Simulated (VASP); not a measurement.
# LiSi12O24 (a cell with a defect) in VASP: single point with PBE

Aim: the single point of LiSi12O24 (a cell with a defect) with PBE.

All numbers are computed with VASP 6.6.1; they aren't measurements. Logs are shortened: lines on timing, memory, paths and dates and some standing lists are left out, and cuts for length are marked.

### 1 The cell of the first run

The cell holds a defect, 37 atoms: a = 7.323 Å, b = 7.323 Å, c = 9.859 Å, α = 70.33°, β = 70.33°, γ = 71.32°.

### 2 Single point, PBE

File INCAR:

```
  PREC = Accurate
  ENCUT = 520
  EDIFF = 1E-6
  ISMEAR = -1
  SIGMA = 0.02
  LREAL = Auto
  LASPH = T
  NELM = 100
  ALGO = Normal
  ISIF = 2
  LWAVE = F
  LCHARG = T
  GGA = PE
  LELF = T
  LVHAR = T
  NBANDS = 122
  NELECT = 194.0
```

File KPOINTS:

```
regular mesh
0
Gamma
  1 1 1
```

File POSCAR:

```
LiSi12O24
1.0
   -2.4648500000      4.2692450000      5.4151000000
    4.9297000000      0.0000000000      5.4151000000
    4.9297000000      8.5384910000      0.0000000000
Si O Li
12 24 1
Direct
    0.0960411885      0.5771408642      0.9553877713
    0.3955775340      0.9475045664      0.0360030608
   -0.0041169837      0.0061908535      0.2698154767
    0.0875860374      0.5761413487      0.4542081472
    0.3968851326      0.9370350082      0.5348420105
   -0.0037958686      0.0057808717      0.7693239479
    0.5973970872      0.0723149124      0.2037852453
    0.8945260502      0.4358576678      0.2866501593
    0.4925596089      0.5050353353      0.5094845627
    0.5930614417      0.0734379261      0.7033080485
    0.9064173766      0.4376872700      0.7877518098
    0.4991305167      0.5077742163      0.0301446485
    0.3269389811      0.4783432005      0.9702231107
    0.1740200010      0.0512080766      0.1195027303
    0.9295118859      0.5189344900      0.1073318964
    0.5702016569      0.3147502645      0.1555870952
    0.9124084351      0.1976136155      0.3398571557
    0.5679243924      1.0028801445      0.0740796553
    0.3079152722      0.4627704170      0.4815261491
    0.1739230454      0.0370082046      0.6173367457
    0.9179535764      0.5308230034      0.6113919555
    0.5699833298      0.3184067531      0.6439897630
    0.9258893434      0.2000024867      0.8345529118
    0.5647767660      0.9878066284      0.5818206523
    0.8183743440      0.9645266982      0.2281964297
    0.6686002046      0.5455202146      0.3607914291
    0.4270494914      0.0142242881      0.3568745515
    0.0760887773      0.8134509161      0.3947229547
    0.4265986682      0.6911450059      0.5880567269
    0.0594644537      0.4890562100      0.3338310503
    0.8122515384      0.9701638991      0.7318270629
    0.6759382224      0.5345454648      0.8718621488
    0.4203169285      0.0300418198      0.8569323949
    0.0742192219      0.8157611978      0.8966650889
    0.4223485703      0.7058510835      0.0886054012
    0.0751932296      0.4911463324      0.8302227045
    0.5067713426      0.5060639443      0.7652628470
```

Potentials or basis: VASP PAW PBE potentials, release 64 (Si, O, Li_sv).

On the command line:

```
cat potpaw_PBE.64/Si/POTCAR potpaw_PBE.64/O/POTCAR potpaw_PBE.64/Li_sv/POTCAR > POTCAR
mpirun -np 1 vasp_gam > vasp.out
```

OUTCAR:

```text
PREC = Accurate
   ENCUT = 520
   EDIFF = 1E-6
   ISMEAR = -1
   LREAL = Auto
   LASPH = T
   NELM = 100
   ISIF = 2
   GGA = PE
   NELECT = 194.0

 ion  position               nearest neighbor table
   1  0.096  0.577  0.955-  15 1.61  34 1.62  36 1.63  13 1.65  11 3.05   6 3.05   8 3.06  12 3.13

   2  0.396  0.948  0.036-  14 1.62  18 1.63  33 1.63  35 1.63   7 3.05  10 3.05   3 3.06  12 3.08

   3  0.996  0.006  0.270-  17 1.62  28 1.62  25 1.63  14 1.63   8 3.04   4 3.05   7 3.06   2 3.06

   4  0.088  0.576  0.454-  30 1.62  28 1.62  19 1.63  21 1.64   9 3.04  11 3.05   3 3.05   8 3.07

   5  0.397  0.937  0.535-  27 1.61  20 1.61  24 1.63  29 1.66   7 3.05  10 3.08   6 3.08   9 3.09

   6  0.996  0.006  0.769-  23 1.62  34 1.62  20 1.62  31 1.63   1 3.05  11 3.07   5 3.08  10 3.09

   7  0.597  0.072  0.204-  25 1.62  18 1.62  27 1.63  16 1.64   2 3.05  12 3.05   5 3.05   3 3.06

   8  0.895  0.436  0.287-  17 1.62  30 1.62  15 1.62  26 1.63   9 3.03   3 3.04   1 3.06   4 3.07

   9  0.493  0.505  0.509-  19 1.61  26 1.61  29 1.65  22 1.65  37 2.56   8 3.03   4 3.04   5 3.09
                            10 3.09
  10  0.593  0.073  0.703-  31 1.62  24 1.62  33 1.62  22 1.66   2 3.05   5 3.08   6 3.09   9 3.09

  11  0.906  0.438  0.788-  23 1.61  36 1.62  21 1.62  32 1.65   4 3.05   1 3.05   6 3.07
  12  0.499  0.508  0.030-  35 1.60  16 1.61  32 1.66  13 1.66  37 2.60   7 3.05   2 3.08   1 3.13

  13  0.327  0.478  0.970-   1 1.65  12 1.66  37 1.99
  14  0.174  0.051  0.120-   2 1.62   3 1.63
  15  0.930  0.519  0.107-   1 1.61   8 1.62
  16  0.570  0.315  0.156-  12 1.61   7 1.64
  17  0.912  0.198  0.340-   8 1.62   3 1.62
  18  0.568  0.003  0.074-   7 1.62   2 1.63
  19  0.308  0.463  0.482-   9 1.61   4 1.63
  20  0.174  0.037  0.617-   5 1.61   6 1.62
  21  0.918  0.531  0.611-  11 1.62   4 1.64
  22  0.570  0.318  0.644-   9 1.65  10 1.66  37 1.96
  23  0.926  0.200  0.835-  11 1.61   6 1.62
  24  0.565  0.988  0.582-  10 1.62   5 1.63
  25  0.818  0.965  0.228-   7 1.62   3 1.63
  26  0.669  0.546  0.361-   9 1.61   8 1.63
  27  0.427  0.014  0.357-   5 1.61   7 1.63
  28  0.076  0.813  0.395-   4 1.62   3 1.62
  29  0.427  0.691  0.588-   9 1.65   5 1.66  37 1.95
  30  0.059  0.489  0.334-   4 1.62   8 1.62
  31  0.812  0.970  0.732-  10 1.62   6 1.63
  32  0.676  0.535  0.872-  11 1.65  12 1.66  37 1.97
  33  0.420  0.030  0.857-  10 1.62   2 1.63
  34  0.074  0.816  0.897-   1 1.62   6 1.62
  35  0.422  0.706  0.089-  12 1.60   2 1.63
  36  0.075  0.491  0.830-  11 1.62   1 1.63
  37  0.507  0.506  0.765-  29 1.95  22 1.96  32 1.97  13 1.99   9 2.56  12 2.60

  LATTYP: Found a base centered monoclinic cell.
 ALAT       =    11.8993768926
 B/A-ratio  =     0.7175577954
 C/A-ratio  =     0.8285644034
 COS(beta)  =    -0.4142821653

  Lattice vectors:

 A1 = (   2.4648500000,  -4.2692450000,  -5.4151000000)
 A2 = (  -4.9297000000,   0.0000000000,  -5.4151000000)
 A3 = (   4.9297000000,   8.5384910000,   0.0000000000)

Analysis of symmetry for initial positions (statically):
=====================================================================
 Subroutine PRICEL returns:
 Original cell was already a primitive cell.

 Routine SETGRP: Setting up the symmetry group for a
 base centered monoclinic supercell.

 Subroutine GETGRP returns: Found  1 space group operations
 (whereof  1 operations were pure point group operations)
 out of a pool of  4 trial point group operations.

The static configuration has the point symmetry C_1 .

Analysis of symmetry for dynamics (positions and initial velocities):
=====================================================================
 Subroutine PRICEL returns:
 Original cell was already a primitive cell.

 Routine SETGRP: Setting up the symmetry group for a
 base centered monoclinic supercell.

 Subroutine GETGRP returns: Found  1 space group operations
 (whereof  1 operations were pure point group operations)
 out of a pool of  4 trial point group operations.

The dynamic configuration has the point symmetry C_1 .

 Subroutine INISYM returns: Found  1 space group operations
 (whereof  1 operations are pure point group operations),
 and found     1 'primitive' translations

----------------------------------------------------------------------------------------

                                     Primitive cell

  volume of cell :     455.8669

  direct lattice vectors                    reciprocal lattice vectors
    -2.464850000  4.269245000  5.415100000    -0.101426053  0.058558358  0.092334401
     4.929700000  0.000000000  5.415100000     0.101426053 -0.058558358  0.092334396
     4.929700000  8.538491000  0.000000000     0.050713021  0.087837537 -0.046167195

  length of vectors
     7.322926082  7.322926334  9.859400116     0.149137410  0.149137407  0.111439012

  position of ions in fractional coordinates (direct lattice)
     0.096041189  0.577140864  0.955387771
     0.395577534  0.947504566  0.036003061
     0.995883016  0.006190854  0.269815477
     0.087586037  0.576141349  0.454208147
     0.396885133  0.937035008  0.534842011
     0.996204131  0.005780872  0.769323948
[... 29 lines left out ...]
     0.075193230  0.491146332  0.830222705
     0.506771343  0.506063944  0.765262847

  ion indices of the primitive-cell ions
   primitive index   ion index
                 1           1
                 2           2
                 3           3
                 4           4
                 5           5
                 6           6
[... 29 lines left out ...]
                36          36
                37          37

----------------------------------------------------------------------------------------

 KPOINTS: regular mesh

Automatic generation of k-mesh.
 Grid dimensions read from file:
 generate k-points for:    1    1    1

 Generating k-lattice:

  Cartesian coordinates                     Fractional coordinates (reciprocal lattice)
    -0.101426053  0.058558358  0.092334401     1.000000000  0.000000000  0.000000000
     0.101426053 -0.058558358  0.092334396     0.000000000  1.000000000  0.000000000
     0.050713021  0.087837537 -0.046167195     0.000000000  0.000000000  1.000000000

  Length of vectors
     0.149137410  0.149137407  0.111439012

  Shift w.r.t. Gamma in fractional coordinates (k-lattice)
     0.000000000  0.000000000  0.000000000

 Subroutine IBZKPT returns following result:
 ===========================================

 Found      1 irreducible k-points:

 Following reciprocal coordinates:
            Coordinates               Weight
  0.000000  0.000000  0.000000      1.000000
   k-points           NKPTS =      1   k-points in BZ     NKDIM =      1   number of bands    NBANDS=    122
   number of dos      NEDOS =    301   number of ions     NIONS =     37
   total plane-waves  NPLWV = 233280
   dimension x,y,z NGX =    54 NGY =   54 NGZ =   80
   dimension x,y,z NGXF=   108 NGYF=  108 NGZF=  160
   ions per type =              12  24   1
   NGX,Y,Z   is equivalent  to a cutoff of  12.26, 12.26, 13.49 a.u.
   NGXF,Y,Z  is equivalent  to a cutoff of  24.52, 24.52, 26.98 a.u.
 SYSTEM =  unknown system
   PREC   = accura    normal or accurate (medium, high low for compatibility)
   ISTART =      0    job   : 0-new  1-cont  2-samecut
   ICHARG =      2    charge: 1-file 2-atom 10-const
   ISPIN  =      1    spin polarized calculation?
   LNONCOLLINEAR =      F non collinear calculations
   LSORBIT =      F    spin-orbit coupling
   LASPH  =      T    aspherical Exc in radial PAW
   ENCUT  =  520.0 eV  38.22 Ry    6.18 a.u.  13.62 13.62 18.33*2*pi/ulx,y,z
   NELM   =    100;   NELMIN=  2; NELMDL= -5     # of ELM steps
   EDIFF  = 0.1E-05   stopping-criterion for ELM
   LREAL  =      T    real-space projection
   EDIFFG = 0.1E-04   stopping-criterion for IOM
   NSW    =      0    number of steps for IOM
   IBRION =     -1    ionic relax: 0-MD 1-quasi-New 2-CG
   NFREE  =      0    steps in history (QN), initial steepest desc. (CG)
   ISIF   =      2    stress and relaxation
   ISYM   =      2    0-nonsym 1-usesym 2-fastsym
   POTIM  = 0.5000    time-step for ionic-motion
   TEBEG  =    0.0;   TEEND  =   0.0 temperature during run
   PSTRESS=    0.0 pullay stress
   NELECT =     194.0000    total number of electrons
   NUPDOWN=      -1.0000    fix difference up-down
   EMIN   =  10.00;   EMAX   =-10.00  energy-range for DOS
   EFERMI =   0.00;   METHOD = LEGACY
   ISMEAR =    -1;   SIGMA  =   0.02  broadening in eV -4-tet -1-fermi 0-gaus
   EFERMI_NEDOS =   21; number of points for ismear=-14 and -15
   IALGO  =     38    algorithm
   IMIX   =      4    mixing-type and parameters
     AMIX     =   0.40;   BMIX     =  1.00
     AMIX_MAG =   1.60;   BMIX_MAG =  1.00
  volume/ion in A,a.u.               =      12.32        83.14
  Fermi-wavevector in a.u.,A,eV,Ry     =   1.231391  2.326992 20.630845  1.516324
  Thomas-Fermi vector in A             =   2.366203
   LORBIT       =      0    0 simple, 1 ext, 2 COOP (PROOUT), +10 PAW based schemes
   GGA     = PE    functional components
   LHFCALC =     F    Hartree Fock is set to
   AEXX    =    0.0000 exact exchange contribution
   IVDW    =     0    specifies the selected vdW correction
   LEPSILON=     F    determine dielectric tensor
   LRPA    =     F    only Hartree local field effects (RPA)
 non-spin polarized calculation
  energy-cutoff  :      520.00
  volume of cell :      455.87
 maximum number of plane-waves:      6142
 NGX is ok and might be reduce to    54
   NGX = 27   NGY = 27   NGZ = 37

 number of electron     193.9999989 magnetization

 Free energy of the ion-electron system (eV)
  ---------------------------------------------------
  ext. energy  EPLUGINS =         0.00000000
  ---------------------------------------------------
  free energy    TOTEN  =      -292.09502314 eV

  energy without entropy =     -292.09502314  energy(sigma->0) =     -292.09502314

 E-fermi :   1.7004     XC(G=0):  -9.2521

 val. band max:        1.1404124896   @ k =   0.0000   0.0000   0.0000
 cond. band min:       6.9860703760   @ k =   0.0000   0.0000   0.0000
 fundamental gap:      5.8456578864
 Fermi energy:         1.7003970631

 k-point     1 :       0.0000    0.0000    0.0000
  band No.  band energies     occupation
      1     -41.5331      2.00000
      2     -18.1565      2.00000
      3     -17.8147      2.00000
      4     -17.5046      2.00000
      5     -17.4897      2.00000
      6     -17.2010      2.00000
[... 101 lines left out ...]
    108      10.6105      0.00000
    109      10.6603      0.00000
 [bands above 109 left out]

------------------------ aborting loop because EDIFF is reached ----------------------------------------

  FORCE on cell =-STRESS in cart. coord.  units (eV):
  Direction    XX          YY          ZZ          XY          YZ          ZX
  --------------------------------------------------------------------------------------
  -------------------------------------------------------------------------------------
  Total       -0.8620540     -0.5384031     -1.2963069      0.9774504     -0.1935083     -0.3771895
  in kB       -3.0297514     -1.8922567     -4.5559646      3.4353203     -0.6800989     -1.3256597
  external PRESSURE =      -3.1593242 kB  Pullay stress =       0.0000000 kB

 VOLUME and BASIS-vectors are now :
 -----------------------------------------------------------------------------
  energy-cutoff  :      520.00
  volume of cell :      455.87
      direct lattice vectors                 reciprocal lattice vectors
    -2.464850000  4.269245000  5.415100000    -0.101426053  0.058558358  0.092334401
     4.929700000  0.000000000  5.415100000     0.101426053 -0.058558358  0.092334396
     4.929700000  8.538491000  0.000000000     0.050713021  0.087837537 -0.046167195

 POSITION                                       TOTAL-FORCE (eV/Angst)
 -----------------------------------------------------------------------------------
      7.31818      8.56759      3.64535         0.003565     -0.040515      0.011205
      3.87336      1.99623      7.27292        -0.003984     -0.041347     -0.003870
     -1.09407      6.55549      5.42633         0.024152      0.019524      0.000040
      4.86343      4.25218      3.59415        -0.018178      0.025415     -0.008982
      6.27765      6.26114      7.22331         0.027414      0.008426     -0.005892
      1.36554     10.82191      5.42585        -0.000772      0.023820      0.010276
[... 29 lines left out ...]
      6.32861      7.40987      3.06679         0.000084      0.005450      0.009940
      5.01814      8.69772      5.48460        -0.008238     -0.040447     -0.023718
 -----------------------------------------------------------------------------------
    total drift:                               -0.000888     -0.017776     -0.002309

  FREE ENERGIE OF THE ION-ELECTRON SYSTEM (eV)
  ---------------------------------------------------
  free  energy   TOTEN  =      -292.0950231371 eV

  energy  without entropy=     -292.0950231371  energy(sigma->0) =     -292.09502314
```

It took 78 s on 1 thread of Intel Xeon Platinum 8488C (Sapphire Rapids), shared host; peak memory 0.48 GiB.

What came out:

```
Free energy   : -292.0950 eV
Largest force : 0.064 eV/Å
```

Forces on the atoms (eV/Å):
```
Si   0.004 -0.041  0.011
Si  -0.004 -0.041 -0.004
Si   0.024  0.020  0.000
Si  -0.018  0.025 -0.009
Si   0.027  0.008 -0.006
Si  -0.001  0.024  0.010
Si  -0.007  0.001 -0.004
Si  -0.001 -0.043 -0.012
Si   0.011  0.025 -0.009
Si  -0.031 -0.024  0.025
Si  -0.006  0.024  0.005
Si   0.015  0.044  0.024
O    0.004  0.022  0.014
O   -0.005  0.028 -0.015
O    0.000  0.045 -0.010
O   -0.013  0.015 -0.014
O    0.008 -0.015 -0.001
O    0.010  0.015 -0.011
O    0.016 -0.027 -0.015
O    0.002  0.000 -0.006
O   -0.029 -0.029  0.025
O    0.001  0.017 -0.016
O    0.020 -0.021 -0.008
O    0.001 -0.014  0.004
O    0.007 -0.007  0.011
O   -0.031 -0.010  0.021
O   -0.049 -0.031  0.026
O   -0.010 -0.007  0.004
O   -0.004 -0.013  0.003
O    0.021 -0.011 -0.016
O    0.009  0.004  0.002
O    0.027  0.004 -0.018
O    0.010  0.038 -0.008
O   -0.010  0.016 -0.004
O    0.010 -0.008  0.011
O    0.000  0.005  0.010
Li  -0.008 -0.040 -0.024
```

Levels at points of the mesh, in eV from the Fermi level:
```tsv
k point	band 95	band 96	band 97	band 98	band 99	band 100
(0.00, 0.00, 0.00)	-0.66	-0.63	-0.56	5.29	7.50	7.67
```

Caveat: the k points lie up to 0.94 Å⁻¹ apart, too coarse for converged energies, forces and pressures; the cell carries a net charge on a neutralising background, which shifts energy and pressure; the cell is charged against a uniform background, so pressure and absolute levels hang on convention; the cutoff is under 1.25 times the usual one of these potentials, so pressure, stress and relaxed cells hold a basis-set (Pulay) error.
